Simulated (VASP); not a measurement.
# BAs (I-4m2) in VASP: further runs

The runs below take BAs through single point, with r2SCAN.

Everything below comes from runs of VASP 6.6.1. Logs are shortened: lines on timing, memory, paths and dates and some standing lists are left out, and cuts for length are marked.

**1. The cell of the first run**

The structure is tetragonal, space group I-4m2 (No. 119). The conventional cell has a = 3.797 Å, b = 3.797 Å, c = 3.797 Å, α = 90.00°, β = 90.00°, γ = 90.00°. Within 2.8 Å of B (site symmetry -4m2) lie 4 As at 2.12 Å. Within 2.8 Å of As (site symmetry -4m2) lie 4 B at 2.12 Å.

**2. Single point, r2SCAN**

File POSCAR:

```
BAs
1.0
    0.0000000000      2.6849714368      1.8982748058
    2.6849714368      0.0000000000      1.8982748058
    2.6849714368      2.6849714368      0.0000000000
B As
1 1
Direct
    0.0000000000      0.0000000000      0.0000000000
    0.7500000000      0.7500000000      0.7500000000
```

File INCAR.step1:

```
SYSTEM = BAs
  PREC = Accurate
  ENCUT = 520
  ISMEAR = 0
  SIGMA = 0.05
  LREAL = .False.
  LASPH = .True.
  NELM = 100
  NBANDS = 11
  GGA = PE
  ALGO = Normal
  EDIFF = 1E-4
  LWAVE = .True.
  LCHARG = .False.
```

File INCAR.step2:

```
SYSTEM = BAs
  PREC = Accurate
  ENCUT = 520
  EDIFF = 1E-7
  ISMEAR = 0
  SIGMA = 0.05
  LREAL = .False.
  LASPH = .True.
  NELM = 100
  ALGO = Normal
  ISIF = 2
  LWAVE = .False.
  LCHARG = .False.
  METAGGA = R2SCAN
  LMIXTAU = .True.
  NBANDS = 11
  ISTART = 1
```

File KPOINTS:

```
Automatic mesh
0
Gamma
  12 12 12
  0 0 0
```

Potentials or basis: VASP PAW PBE potentials, release 64 (B, As).

Command:

```
> cat potpaw_PBE.64/B/POTCAR potpaw_PBE.64/As/POTCAR > POTCAR
> cp INCAR.step1 INCAR
> mpirun -np 1 vasp_std > vasp.out
> cp INCAR.step2 INCAR
> mpirun -np 1 vasp_std > vasp.out
```

OUTCAR:

```text
SYSTEM = BAs
   PREC = Accurate
   ENCUT = 520
   EDIFF = 1E-7
   ISMEAR = 0
   LREAL = .False.
   LASPH = .True.
   NELM = 100
   ISIF = 2
   METAGGA = R2SCAN
   ISTART = 1

 ion  position               nearest neighbor table
   1  0.000  0.000  0.000-   2 2.12   2 2.12   2 2.12   2 2.12
   2  0.750  0.750  0.750-   1 2.12   1 2.12   1 2.12   1 2.12

  LATTYP: Found a body centered tetragonal cell.
 ALAT       =     3.7971230205
 C/A-ratio  =     0.9998489886

  Lattice vectors:

 A1 = (   0.0000000000,  -2.6849714368,  -1.8982748058)
 A2 = (   0.0000000000,   2.6849714368,  -1.8982748058)
 A3 = (   2.6849714368,   0.0000000000,   1.8982748058)

Analysis of symmetry for initial positions (statically):
=====================================================================
 Subroutine PRICEL returns:
 Original cell was already a primitive cell.

 Routine SETGRP: Setting up the symmetry group for a
 body centered tetragonal supercell.

 Subroutine GETGRP returns: Found  8 space group operations
 (whereof  8 operations were pure point group operations)
 out of a pool of 16 trial point group operations.

The static configuration has the point symmetry D_2d.

Analysis of symmetry for dynamics (positions and initial velocities):
=====================================================================
 Subroutine PRICEL returns:
 Original cell was already a primitive cell.

 Routine SETGRP: Setting up the symmetry group for a
 body centered tetragonal supercell.

 Subroutine GETGRP returns: Found  8 space group operations
 (whereof  8 operations were pure point group operations)
 out of a pool of 16 trial point group operations.

The dynamic configuration has the point symmetry D_2d.

 Subroutine INISYM returns: Found  8 space group operations
 (whereof  8 operations are pure point group operations),
 and found     1 'primitive' translations

----------------------------------------------------------------------------------------

                                     Primitive cell

  volume of cell :      27.3696

  direct lattice vectors                    reciprocal lattice vectors
     0.000000000  2.684971437  1.898274806    -0.186221720  0.186221720  0.263397058
     2.684971437  0.000000000  1.898274806     0.186221720 -0.186221720  0.263397058
     2.684971437  2.684971437  0.000000000     0.186221720  0.186221720 -0.263397058

  length of vectors
     3.288239476  3.288239476  3.797123021     0.372471568  0.372471568  0.372471568

  position of ions in fractional coordinates (direct lattice)
     0.000000000  0.000000000  0.000000000
     0.750000000  0.750000000  0.750000000

  ion indices of the primitive-cell ions
   primitive index   ion index
                 1           1
                 2           2

----------------------------------------------------------------------------------------

 KPOINTS: Automatic mesh

Automatic generation of k-mesh.
 Grid dimensions read from file:
 generate k-points for:   12   12   12

 Generating k-lattice:

  Cartesian coordinates                     Fractional coordinates (reciprocal lattice)
    -0.015518477  0.015518477  0.021949755     0.083333333  0.000000000  0.000000000
     0.015518477 -0.015518477  0.021949755     0.000000000  0.083333333  0.000000000
     0.015518477  0.015518477 -0.021949755    -0.000000000 -0.000000000  0.083333333

  Length of vectors
     0.031039297  0.031039297  0.031039297

  Shift w.r.t. Gamma in fractional coordinates (k-lattice)
     0.000000000  0.000000000  0.000000000

 Subroutine IBZKPT returns following result:
 ===========================================

 Found    163 irreducible k-points:

 Following reciprocal coordinates:
            Coordinates               Weight
  0.000000  0.000000  0.000000      1.000000
  0.083333  0.000000  0.000000      8.000000
  0.166667  0.000000  0.000000      8.000000
  0.250000  0.000000  0.000000      8.000000
  0.333333  0.000000  0.000000      8.000000
  0.416667  0.000000  0.000000      8.000000
[... 16 lines left out ...]
  0.500000  0.166667  0.000000      8.000000
 -0.416667  0.166667  0.000000      8.000000
 [... further k-points ...]
   k-points           NKPTS =    163   k-points in BZ     NKDIM =    163   number of bands    NBANDS=     11
   number of dos      NEDOS =    301   number of ions     NIONS =      2
   total plane-waves  NPLWV =  16128
   dimension x,y,z NGX =    24 NGY =   24 NGZ =   28
   dimension x,y,z NGXF=    48 NGYF=   48 NGZF=   56
   ions per type =               1   1
   NGX,Y,Z   is equivalent  to a cutoff of  12.13, 12.13, 12.26 a.u.
   NGXF,Y,Z  is equivalent  to a cutoff of  24.27, 24.27, 24.52 a.u.
 SYSTEM =  BAs
   PREC   = accura    normal or accurate (medium, high low for compatibility)
   ISTART =      1    job   : 0-new  1-cont  2-samecut
   ICHARG =      0    charge: 1-file 2-atom 10-const
   ISPIN  =      1    spin polarized calculation?
   LNONCOLLINEAR =      F non collinear calculations
   LSORBIT =      F    spin-orbit coupling
   LASPH  =      T    aspherical Exc in radial PAW
   ENCUT  =  520.0 eV  38.22 Ry    6.18 a.u.   6.11  6.11  7.06*2*pi/ulx,y,z
   NELM   =    100;   NELMIN=  2; NELMDL=  0     # of ELM steps
   EDIFF  = 0.1E-06   stopping-criterion for ELM
   LREAL  =      F    real-space projection
   EDIFFG = 0.1E-05   stopping-criterion for IOM
   NSW    =      0    number of steps for IOM
   IBRION =     -1    ionic relax: 0-MD 1-quasi-New 2-CG
   NFREE  =      0    steps in history (QN), initial steepest desc. (CG)
   ISIF   =      2    stress and relaxation
   ISYM   =      2    0-nonsym 1-usesym 2-fastsym
   POTIM  = 0.5000    time-step for ionic-motion
   TEBEG  =    0.0;   TEEND  =   0.0 temperature during run
   PSTRESS=    0.0 pullay stress
   NELECT =       8.0000    total number of electrons
   NUPDOWN=      -1.0000    fix difference up-down
   EMIN   =  10.00;   EMAX   =-10.00  energy-range for DOS
   EFERMI =   0.00;   METHOD = LEGACY
   ISMEAR =     0;   SIGMA  =   0.05  broadening in eV -4-tet -1-fermi 0-gaus
   EFERMI_NEDOS =   21; number of points for ismear=-14 and -15
   IALGO  =     38    algorithm
   IMIX   =      4    mixing-type and parameters
     AMIX     =   0.40;   BMIX     =  1.00
     AMIX_MAG =   1.60;   BMIX_MAG =  1.00
  volume/ion in A,a.u.               =      13.68        92.35
  Fermi-wavevector in a.u.,A,eV,Ry     =   1.086464  2.053119 16.060373  1.180404
  Thomas-Fermi vector in A             =   2.222601
   LORBIT       =      0    0 simple, 1 ext, 2 COOP (PROOUT), +10 PAW based schemes
   METAGGA = R2SCAN    functional components
   LHFCALC =     F    Hartree Fock is set to
   AEXX    =    0.0000 exact exchange contribution
   IVDW    =     0    specifies the selected vdW correction
   LEPSILON=     F    determine dielectric tensor
   LRPA    =     F    only Hartree local field effects (RPA)
 non-spin polarized calculation
 Gauss-broadening in eV      SIGMA  =   0.05
  energy-cutoff  :      520.00
  volume of cell :       27.37
 maximum number of plane-waves:       747
   NGX = 13   NGY = 13   NGZ = 13

 number of electron       8.0000000 magnetization

 Free energy of the ion-electron system (eV)
  ---------------------------------------------------
  ext. energy  EPLUGINS =         0.00000000
  ---------------------------------------------------
  free energy    TOTEN  =       -21.30700086 eV

  energy without entropy =      -21.30644213  energy(sigma->0) =      -21.30672149

 E-fermi :   5.9594     XC(G=0): -11.2290

 val. band max:        5.9535240979   @ k =   0.5000   0.3333   0.0833
 cond. band min:       5.9907972527   @ k =  -0.4167   0.5000   0.0833
 fundamental gap:      0.0372731548
 Fermi energy:         5.9593641331

 k-point     1 :       0.0000    0.0000    0.0000
  band No.  band energies     occupation
      1      -9.9896      2.00000
      2       5.1352      2.00000
      3       5.1352      2.00000
      4       7.8255      0.00000
      5       8.7217      0.00000
      6      10.0593      0.00000
      7      11.1386      0.00000
      8      11.1386      0.00000
      9      15.2842      0.00000
     10      17.1748      0.00000
     11      18.7060      0.00000

 k-point     2 :       0.0833    0.0000    0.0000
  band No.  band energies     occupation
      1      -9.8622      2.00000
      2       4.5576      2.00000
      3       4.8847      2.00000
      4       7.2421      0.00000
      5       8.6011      0.00000
      6      10.3936      0.00000
      7      11.1842      0.00000
      8      11.6810      0.00000
      9      15.3752      0.00000
     10      17.4699      0.00000
     11      17.9499      0.00000

 k-point     3 :       0.1667    0.0000    0.0000
  band No.  band energies     occupation
      1      -9.4841      2.00000
      2       3.0369      2.00000
      3       4.3030      2.00000
      4       6.5233      0.00000
      5       8.1672      0.00000
      6      10.7471      0.00000
      7      11.0486      0.00000
      8      13.1627      0.00000
      9      16.1103      0.00000
     10      17.1355      0.00000
     11      19.1915      0.00000

 k-point     4 :       0.2500    0.0000    0.0000
  band No.  band energies     occupation
      1      -8.8705      2.00000
      2       1.1445      2.00000
      3       3.6614      2.00000
      4       5.9941      0.32610
      5       7.5784      0.00000
      6      10.6430      0.00000
      7      11.3465      0.00000
      8      14.7857      0.00000
      9      17.2128      0.00000
     10      17.6853      0.00000
     11      20.7206      0.00000
[... 239 lines left out ...]
 k-point    22 :       0.4167    0.1667    0.0000
  band No.  band energies     occupation
      1      -6.7827      2.00000
      2      -1.6705      2.00000
      3       1.8562      2.00000
      4       3.5654      2.00000
      5       7.1812      0.00000
      6      10.6331      0.00000
      7      11.7942      0.00000
      8      14.6831      0.00000
      9      20.6450      0.00000
     10      21.6624      0.00000
     11      22.6835      0.00000

 k-point    23 :       0.5000    0.1667    0.0000
  band No.  band energies     occupation
      1      -6.2838      2.00000
      2      -2.5092      2.00000
      3       1.7371      2.00000
      4       3.4304      2.00000
      5       7.5001      0.00000
      6      11.1708      0.00000
      7      11.7328      0.00000
      8      14.3468      0.00000
      9      20.4854      0.00000
     10      21.9488      0.00000
     11      22.8722      0.00000

 k-point    24 :      -0.4167    0.1667    0.0000
  band No.  band energies     occupation
      1      -6.6796      2.00000
      2      -2.0356      2.00000
      3       1.8591      2.00000
      4       3.4563      2.00000
      5       7.5883      0.00000
      6      11.8371      0.00000
      7      12.1763      0.00000
      8      14.1060      0.00000
      9      19.2617      0.00000
     10      20.6657      0.00000
     11      21.1206      0.00000

 [... further k-points ...]
[... 5 lines left out ...]
  --------------------------------------------------------------------------------------
  -------------------------------------------------------------------------------------
  Total       -2.4851893     -2.4851893      3.5791285      0.0000000      0.0000000      0.0000000
  in kB     -145.4794456   -145.4794456    209.5170930      0.0000000      0.0000000      0.0000000
  external PRESSURE =     -27.1472661 kB  Pullay stress =       0.0000000 kB

 VOLUME and BASIS-vectors are now :
 -----------------------------------------------------------------------------
  energy-cutoff  :      520.00
  volume of cell :       27.37
      direct lattice vectors                 reciprocal lattice vectors
     0.000000000  2.684971437  1.898274806    -0.186221720  0.186221720  0.263397058
     2.684971437  0.000000000  1.898274806     0.186221720 -0.186221720  0.263397058
     2.684971437  2.684971437  0.000000000     0.186221720  0.186221720 -0.263397058

 POSITION                                       TOTAL-FORCE (eV/Angst)
 -----------------------------------------------------------------------------------
      0.00000      0.00000      0.00000        -0.000000     -0.000000      0.000000
      4.02746      4.02746      2.84741         0.000000      0.000000      0.000000
 -----------------------------------------------------------------------------------
    total drift:                                0.000004      0.000004      0.000005

  FREE ENERGIE OF THE ION-ELECTRON SYSTEM (eV)
  ---------------------------------------------------
  free  energy   TOTEN  =       -21.3070008603 eV

  energy  without entropy=      -21.3064421253  energy(sigma->0) =      -21.30672149
```

It took 1.8 min on 1 thread of Intel Xeon Platinum 8488C (Sapphire Rapids), shared host; peak memory 0.19 GiB.

What came out:

* Free energy: -21.3070 eV
* Pressure: -2.7 GPa
* Band gap on the k mesh: zero (bands 4 and 5 overlap by 3.16 eV)

Caveat: the PAW data sets were made with another functional, which shifts forces and pressure a little.

**3. Single point, r2SCAN**

This run uses another cell than the first one, of the same volume but with other edges.

File POSCAR:

```
BAs
1.0
    0.0000000000      2.1310632416      3.0133234237
    2.1310632416      0.0000000000      3.0133234237
    2.1310632416      2.1310632416      0.0000000000
B As
1 1
Direct
    0.0000000000      0.0000000000      0.0000000000
    0.7500000000      0.7500000000      0.7500000000
```

File INCAR.step1:

```
SYSTEM = BAs
PREC = Accurate
ENCUT = 520
ISMEAR = 0
SIGMA = 0.05
LREAL = .FALSE.
LASPH = .TRUE.
NELM = 60
NBANDS = 11
GGA = PE
ALGO = Normal
EDIFF = 1E-4
LWAVE = .TRUE.
LCHARG = .FALSE.
```

File INCAR.step2:

```
SYSTEM = BAs
PREC = Accurate
ENCUT = 520
EDIFF = 1E-6
ISMEAR = 0
SIGMA = 0.05
LREAL = .FALSE.
LASPH = .TRUE.
NELM = 60
ALGO = Normal
ISIF = 2
LWAVE = .FALSE.
LCHARG = .FALSE.
METAGGA = R2SCAN
LMIXTAU = .TRUE.
NBANDS = 11
ISTART = 1
```

File KPOINTS:

```
Automatic mesh
0
G
  12 12 12
  0 0 0
```

Potentials or basis: VASP PAW PBE potentials, release 64 (B, As).

Command:

```
> cat potpaw_PBE.64/B/POTCAR potpaw_PBE.64/As/POTCAR > POTCAR
> cp INCAR.step1 INCAR
> mpirun -np 1 vasp_std > vasp.out
> cp INCAR.step2 INCAR
> mpirun -np 1 vasp_std > vasp.out
```

It took 1.9 min on 1 thread of Intel Xeon Platinum 8488C (Sapphire Rapids), shared host; peak memory 0.19 GiB.

Results (log left out):

```yaml
Free_energy: -20.4253 eV
Pressure: 2.2 GPa
Band_gap_on_the_k_mesh: zero (bands 4 and 5 overlap by 1.58 eV)
```

Stress tensor (GPa, compression positive):
```
 29.45   0.00   0.00
  0.00  29.45   0.00
  0.00   0.00 -52.20
```

Levels at points of the mesh, in eV from the Fermi level:
```tsv
k point	band 2	band 3	band 4	band 5	band 6	band 7
(0.00, 0.00, 0.00)	-3.85	1.05	1.05	1.29	2.80	2.80
(0.50, 0.00, 0.00)	-9.69	-4.73	-0.99	0.26	5.94	7.04
(0.50, 0.50, 0.00)	-11.19	-2.14	-2.14	4.00	4.59	9.77
(0.50, 0.00, 0.50)	-8.53	-5.85	-5.08	-0.15	0.04	6.84
```

Caveat: the PAW data sets were made with another functional, which shifts forces and pressure a little.
